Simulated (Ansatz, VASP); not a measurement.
One calculation of Rh, two programs

Contents of INCAR:

```
SYSTEM = Rh
PREC = Accurate ; ENCUT = 520
EDIFF = 1E-6 ; ISMEAR = 0
SIGMA = 0.05 ; LREAL = .False.
LASPH = .True. ; NELM = 150
ALGO = Normal ; ISIF = 2
LWAVE = .False. ; LCHARG = .False.
MAGMOM = 0 0 0 ; LORBIT = 11
LSORBIT = .True. ; GGA_COMPAT = .False.
LORBMOM = .True. ; LMAXMIX = 4
GGA = PE ; NBANDS = 26
```

KPOINTS

```
Automatic mesh
0
Gamma
  18 18 18
  0 0 0
```

The input POSCAR:

```
Rh
1.0
    0.0000000000      1.9142714140      1.9142714140
    1.9142714140      0.0000000000      1.9142714140
    1.9142714140      1.9142714140      0.0000000000
Rh
1
Direct
    0.0000000000      0.0000000000      0.0000000000
```

Input for Ansatz:

```yaml
crystal:
  lattice:
    - [0.0, 1.9142714102, 1.9142714102]
    - [1.9142714102, 0.0, 1.9142714102]
    - [1.9142714102, 1.9142714102, 0.0]
  atoms:
    - { symbol: Rh, position: [0.0, 0.0, 0.0] }
basis:
  ecutwfc: 420
  ecutrho_ratio: 4
kpoints:
  mp_grid: { grid: [18, 18, 18] }
hamiltonian:
  xc: pbe
scf:
  occupations: { method: gaussian, width: 0.05 }
output:
  forces: true
  stress: true
  eigenvalues: true
  populations: true
magnetization:
  noncollinear: true
  spin_orbit: true
```

Alike in both runs: task single point; functional PBE; k mesh 18 × 18 × 18; occupations gaussian, width 0.05 eV; non-collinear spin, spin-orbit coupling.

```csv
,VASP,Ansatz
version,VASP 6.6.1,Ansatz 0.2.0
potentials or method,"VASP PAW PBE potentials, release 64 (Rh_pv), cutoff 520 eV","plane waves, PAW"
valence electrons in the cell,15,17
```

```csv
,VASP,Ansatz,Ansatz less VASP
pressure (GPa),0.6,0.4,-0.16
```

With one functional, cell and mesh, what is left measures potentials, basis and numerics. VASP's potentials hold 15 valence electrons a cell and Ansatz's 17, so a difference there can come from the potentials and not from the codes.
